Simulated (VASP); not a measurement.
# SiNi3 (Pm-3m) in VASP: notebook

SiNi3 is run at these levels: PBE; tasks: single point.

Program: VASP 6.6.1. These are calculated values, not measurements. Logs are shortened: lines on timing, memory, paths and dates and some standing lists are left out, and cuts for length are marked.

### 1 The cell of the first run

Symmetry: Pm-3m, No. 221, cubic system. Conventional cell: a = 3.542 Å, b = 3.542 Å, c = 3.542 Å, α = 90.00°, β = 90.00°, γ = 90.00°. Within 3.3 Å of Ni (site symmetry 4/mmm) lie 8 Ni at 2.50 Å and 4 Si at 2.50 Å. Within 3.3 Å of Si (site symmetry m-3m) lie 12 Ni at 2.50 Å.

### 2 Single point, PBE, collinear spin, ferromagnetic start

The input, INCAR:

```
  ALGO = Normal
  EDIFF = 1E-6
  ENCUT = 520
  GGA = PE
  ISIF = 2
  ISMEAR = -1
  ISPIN = 2
  LASPH = True
  LCHARG = False
  LMAXMIX = 4
  LORBIT = 11
  LREAL = False
  LWAVE = False
  MAGMOM = 1 1 1 0
  NBANDS = 29
  NELM = 150
  NUPDOWN = 3.0
  PREC = Accurate
  SIGMA = 0.05
```

The input, KPOINTS:

```
k-points
0
Gamma
  6 6 6
```

The input, POSCAR:

```
SiNi3
1.0
    3.5420000000      0.0000000000      0.0000000000
    0.0000000000      3.5420000000      0.0000000000
    0.0000000000      0.0000000000      3.5420000000
Ni Si
3 1
Direct
    0.5000000000      0.5000000000      0.0000000000
    0.5000000000      0.0000000000      0.5000000000
    0.0000000000      0.5000000000      0.5000000000
    0.0000000000      0.0000000000      0.0000000000
```

Potentials or basis: VASP PAW PBE potentials, release 64 (Ni, Si).

Run with:

```console
$ cat potpaw_PBE.64/Ni/POTCAR potpaw_PBE.64/Si/POTCAR > POTCAR
$ mpirun -np 1 vasp_std > vasp.out
```

OUTCAR:

```text
EDIFF = 1E-6
   ENCUT = 520
   GGA = PE
   ISIF = 2
   ISMEAR = -1
   ISPIN = 2
   LASPH = True
   LORBIT = 11
   LREAL = False
   NELM = 150
   NUPDOWN = 3.0
   PREC = Accurate

 ion  position               nearest neighbor table
   1  0.500  0.500  0.000-   2 2.50   3 2.50   4 2.50   2 2.50   3 2.50   2 2.50   4 2.50   2 2.50
                             3 2.50   4 2.50   3 2.50   4 2.50
   2  0.500  0.000  0.500-   1 2.50   3 2.50   4 2.50   1 2.50   4 2.50   1 2.50   3 2.50   1 2.50
                             3 2.50   4 2.50   4 2.50   3 2.50
   3  0.000  0.500  0.500-   1 2.50   2 2.50   4 2.50   1 2.50   4 2.50   2 2.50   4 2.50   4 2.50
                             1 2.50   2 2.50   1 2.50   2 2.50
   4  0.000  0.000  0.000-   1 2.50   2 2.50   3 2.50   2 2.50   3 2.50   1 2.50   3 2.50   3 2.50
                             1 2.50   2 2.50   2 2.50   1 2.50

  LATTYP: Found a simple cubic cell.
 ALAT       =     3.5420000000

  Lattice vectors:

 A1 = (   3.5420000000,   0.0000000000,   0.0000000000)
 A2 = (   0.0000000000,   3.5420000000,   0.0000000000)
 A3 = (   0.0000000000,   0.0000000000,   3.5420000000)

Analysis of symmetry for initial positions (statically):
=====================================================================
 Subroutine PRICEL returns:
 Original cell was already a primitive cell.

 Routine SETGRP: Setting up the symmetry group for a
 simple cubic supercell.

 Subroutine GETGRP returns: Found 48 space group operations
 (whereof 48 operations were pure point group operations)
 out of a pool of 48 trial point group operations.

The static configuration has the point symmetry O_h .

Analysis of symmetry for dynamics (positions and initial velocities):
=====================================================================
 Subroutine PRICEL returns:
 Original cell was already a primitive cell.

 Routine SETGRP: Setting up the symmetry group for a
 simple cubic supercell.

 Subroutine GETGRP returns: Found 48 space group operations
 (whereof 48 operations were pure point group operations)
 out of a pool of 48 trial point group operations.

The dynamic configuration has the point symmetry O_h .

Analysis of structural, dynamic, and magnetic symmetry:
=====================================================================
 Subroutine PRICEL returns:
 Original cell was already a primitive cell.

 Routine SETGRP: Setting up the symmetry group for a
 simple cubic supercell.

 Subroutine GETGRP returns: Found 48 space group operations
 (whereof 48 operations were pure point group operations)
 out of a pool of 48 trial point group operations.

The overall configuration has the point symmetry O_h .

 Subroutine INISYM returns: Found 48 space group operations
 (whereof 48 operations are pure point group operations),
 and found     1 'primitive' translations

----------------------------------------------------------------------------------------

                                     Primitive cell

  volume of cell :      44.4371

  direct lattice vectors                    reciprocal lattice vectors
     3.542000000  0.000000000  0.000000000     0.282326369  0.000000000  0.000000000
     0.000000000  3.542000000  0.000000000     0.000000000  0.282326369  0.000000000
     0.000000000  0.000000000  3.542000000     0.000000000  0.000000000  0.282326369

  length of vectors
     3.542000000  3.542000000  3.542000000     0.282326369  0.282326369  0.282326369

  position of ions in fractional coordinates (direct lattice)
     0.500000000  0.500000000  0.000000000
     0.500000000  0.000000000  0.500000000
     0.000000000  0.500000000  0.500000000
     0.000000000  0.000000000  0.000000000

  ion indices of the primitive-cell ions
   primitive index   ion index
                 1           1
                 2           2
                 3           3
                 4           4

----------------------------------------------------------------------------------------

 KPOINTS: k-points

Automatic generation of k-mesh.
 Grid dimensions read from file:
 generate k-points for:    6    6    6

 Generating k-lattice:

  Cartesian coordinates                     Fractional coordinates (reciprocal lattice)
     0.047054395  0.000000000  0.000000000     0.166666667  0.000000000  0.000000000
     0.000000000  0.047054395  0.000000000     0.000000000  0.166666667  0.000000000
     0.000000000  0.000000000  0.047054395     0.000000000  0.000000000  0.166666667

  Length of vectors
     0.047054395  0.047054395  0.047054395

  Shift w.r.t. Gamma in fractional coordinates (k-lattice)
     0.000000000  0.000000000  0.000000000

 Subroutine IBZKPT returns following result:
 ===========================================

 Found     20 irreducible k-points:

 Following reciprocal coordinates:
            Coordinates               Weight
  0.000000  0.000000  0.000000      1.000000
  0.166667  0.000000  0.000000      6.000000
  0.333333  0.000000  0.000000      6.000000
  0.500000  0.000000  0.000000      3.000000
  0.166667  0.166667  0.000000     12.000000
  0.333333  0.166667  0.000000     24.000000
[... 12 lines left out ...]
  0.500000  0.500000  0.333333      6.000000
  0.500000  0.500000  0.500000      1.000000
   k-points           NKPTS =     20   k-points in BZ     NKDIM =     20   number of bands    NBANDS=     29
   number of dos      NEDOS =    301   number of ions     NIONS =      4
   total plane-waves  NPLWV =  21952
   dimension x,y,z NGX =    28 NGY =   28 NGZ =   28
   dimension x,y,z NGXF=    56 NGYF=   56 NGZF=   56
   ions per type =               3   1
   NGX,Y,Z   is equivalent  to a cutoff of  13.14, 13.14, 13.14 a.u.
   NGXF,Y,Z  is equivalent  to a cutoff of  26.28, 26.28, 26.28 a.u.
 SYSTEM =  unknown system
   PREC   = accura    normal or accurate (medium, high low for compatibility)
   ISTART =      0    job   : 0-new  1-cont  2-samecut
   ICHARG =      2    charge: 1-file 2-atom 10-const
   ISPIN  =      2    spin polarized calculation?
   LNONCOLLINEAR =      F non collinear calculations
   LSORBIT =      F    spin-orbit coupling
   LASPH  =      T    aspherical Exc in radial PAW
   ENCUT  =  520.0 eV  38.22 Ry    6.18 a.u.   6.59  6.59  6.59*2*pi/ulx,y,z
   NELM   =    150;   NELMIN=  2; NELMDL= -5     # of ELM steps
   EDIFF  = 0.1E-05   stopping-criterion for ELM
   LREAL  =      F    real-space projection
   EDIFFG = 0.1E-04   stopping-criterion for IOM
   NSW    =      0    number of steps for IOM
   IBRION =     -1    ionic relax: 0-MD 1-quasi-New 2-CG
   NFREE  =      0    steps in history (QN), initial steepest desc. (CG)
   ISIF   =      2    stress and relaxation
   ISYM   =      2    0-nonsym 1-usesym 2-fastsym
   POTIM  = 0.5000    time-step for ionic-motion
   TEBEG  =    0.0;   TEEND  =   0.0 temperature during run
   PSTRESS=    0.0 pullay stress
   NELECT =      34.0000    total number of electrons
   NUPDOWN=       3.0000    fix difference up-down
   EMIN   =  10.00;   EMAX   =-10.00  energy-range for DOS
   EFERMI =   0.00;   METHOD = LEGACY
   ISMEAR =    -1;   SIGMA  =   0.05  broadening in eV -4-tet -1-fermi 0-gaus
   EFERMI_NEDOS =   21; number of points for ismear=-14 and -15
   IALGO  =     38    algorithm
   IMIX   =      4    mixing-type and parameters
     AMIX     =   0.40;   BMIX     =  1.00
     AMIX_MAG =   1.60;   BMIX_MAG =  1.00
  volume/ion in A,a.u.               =      11.11        74.97
  Fermi-wavevector in a.u.,A,eV,Ry     =   1.497336  2.829555 30.504465  2.242015
  Thomas-Fermi vector in A             =   2.609237
   LORBIT       =     11    0 simple, 1 ext, 2 COOP (PROOUT), +10 PAW based schemes
   GGA     = PE    functional components
   LHFCALC =     F    Hartree Fock is set to
   AEXX    =    0.0000 exact exchange contribution
   IVDW    =     0    specifies the selected vdW correction
   LEPSILON=     F    determine dielectric tensor
   LRPA    =     F    only Hartree local field effects (RPA)
 spin polarized calculation
  energy-cutoff  :      520.00
  volume of cell :       44.44
 maximum number of plane-waves:      1222
 NGX is ok and might be reduce to    28
   NGX = 13   NGY = 13   NGZ = 13

 number of electron      33.9999988 magnetization       2.9999998

 Free energy of the ion-electron system (eV)
  ---------------------------------------------------
  ext. energy  EPLUGINS =         0.00000000
  ---------------------------------------------------
  free energy    TOTEN  =       -22.49048219 eV

  energy without entropy =      -22.45654086  energy(sigma->0) =      -22.47351153

 E-fermi :   9.7152     XC(G=0): -12.9454

 val. band max:       11.3718409529   @ k =   0.3333   0.3333   0.1667
 cond. band min:       9.7327129710   @ k =   0.3333   0.1667   0.1667
 fundamental gap:     -1.6391279819
 Fermi energy:        11.4052236268

 spin component 1

 k-point     1 :       0.0000    0.0000    0.0000
  band No.  band energies     occupation
      1      -1.5060      1.00000
      2       5.0700      1.00000
      3       5.8349      1.00000
      4       5.8349      1.00000
      5       6.1449      1.00000
      6       6.1449      1.00000
[... 607 lines left out ...]
      6       6.5960      1.00000
[... 21 lines left out ...]
     28      26.8090      0.00000
     29      31.1925      0.00000
 Fermi energy:         9.7152492083

 spin component 2

 k-point     1 :       0.0000    0.0000    0.0000
  band No.  band energies     occupation
      1      -1.2655      1.00000
      2       5.5028      1.00000
      3       6.5154      1.00000
      4       6.5154      1.00000
      5       7.0085      1.00000
      6       7.0085      1.00000
[... 629 lines left out ...]
     28      27.0736      0.00000
     29      31.3289      0.00000

------------------------ aborting loop because EDIFF is reached ----------------------------------------

  FORCE on cell =-STRESS in cart. coord.  units (eV):
  Direction    XX          YY          ZZ          XY          YZ          ZX
  --------------------------------------------------------------------------------------
  -------------------------------------------------------------------------------------
  Total        0.4766819      0.4766819      0.4766819     -0.0000000      0.0000000     -0.0000000
  in kB       17.1867439     17.1867439     17.1867439     -0.0000000      0.0000000     -0.0000000
  external PRESSURE =      17.1867439 kB  Pullay stress =       0.0000000 kB

 VOLUME and BASIS-vectors are now :
 -----------------------------------------------------------------------------
  energy-cutoff  :      520.00
  volume of cell :       44.44
      direct lattice vectors                 reciprocal lattice vectors
     3.542000000  0.000000000  0.000000000     0.282326369  0.000000000  0.000000000
     0.000000000  3.542000000  0.000000000     0.000000000  0.282326369  0.000000000
     0.000000000  0.000000000  3.542000000     0.000000000  0.000000000  0.282326369

 POSITION                                       TOTAL-FORCE (eV/Angst)
 -----------------------------------------------------------------------------------
      1.77100      1.77100      0.00000         0.000000      0.000000      0.000000
      1.77100      0.00000      1.77100         0.000000      0.000000      0.000000
      0.00000      1.77100      1.77100         0.000000      0.000000      0.000000
      0.00000      0.00000      0.00000         0.000000      0.000000      0.000000
 -----------------------------------------------------------------------------------
    total drift:                                0.000000      0.000000      0.000000

  FREE ENERGIE OF THE ION-ELECTRON SYSTEM (eV)
  ---------------------------------------------------
  free  energy   TOTEN  =       -22.4904821930 eV

  energy  without entropy=      -22.4565408610  energy(sigma->0) =      -22.47351153

 total charge

# of ion       s       p       d       tot
------------------------------------------
    1        0.482   0.568   8.320   9.370
    2        0.482   0.568   8.320   9.370
    3        0.482   0.568   8.320   9.370
    4        0.715   0.859   0.000   1.574
--------------------------------------------------
tot          2.162   2.563  24.960  29.684

 magnetization (x)

# of ion       s       p       d       tot
------------------------------------------
    1        0.010   0.040   0.849   0.899
    2        0.010   0.040   0.849   0.899
    3        0.010   0.040   0.849   0.899
    4        0.027   0.104   0.000   0.131
--------------------------------------------------
tot          0.056   0.225   2.548   2.830
```

Run time: 40 s. Hardware: 1 thread of Intel Xeon Platinum 8488C (Sapphire Rapids), shared host; peak memory 0.19 GiB.

What came out:

```yaml
Free_energy: -22.4905 eV
Pressure: 1.7 GPa
Net_moment: 3.00 μB per cell
Site_moments: Ni +0.90; Si +0.13 μB
Valence_electrons_inside_the_program's_atomic_spheres: Ni 9.37; Si 1.57
```

Caveat: the total moment is fixed, so each spin has its own Fermi level.

### 3 Single point, PBE, collinear spin, ferromagnetic start

The input, INCAR:

```
ALGO = Normal
EDIFF = 1E-7
ENCUT = 520
GGA = PE
ISIF = 2
ISMEAR = -1
ISPIN = 2
LASPH = True
LCHARG = False
LMAXMIX = 4
LORBIT = 11
LREAL = False
LWAVE = False
MAGMOM = 1.26667 1.26667 1.26667 0
NBANDS = 29
NELM = 150
NUPDOWN = 3.8
PREC = Accurate
SIGMA = 0.05
```

KPOINTS is that of step 2.

POSCAR is that of step 2.

Potentials or basis: VASP PAW PBE potentials, release 64 (Ni, Si).

Run with:

```console
$ cat potpaw_PBE.64/Ni/POTCAR potpaw_PBE.64/Si/POTCAR > POTCAR
$ mpirun -np 1 vasp_std > vasp.out
```

Wall time 44 s (1 thread of Intel Xeon Platinum 8488C (Sapphire Rapids), shared host); peak memory 0.18 GiB.

It converged, with:

```yaml
Free_energy: -21.6245 eV
Pressure: 6.9 GPa
Net_moment: 3.80 μB per cell
Site_moments: Ni +1.09; Si +0.23 μB
Valence_electrons_inside_the_program's_atomic_spheres: Ni 9.35; Si 1.60
```

Caveat: the cell stands under pressure; the total moment is fixed, so each spin has its own Fermi level.
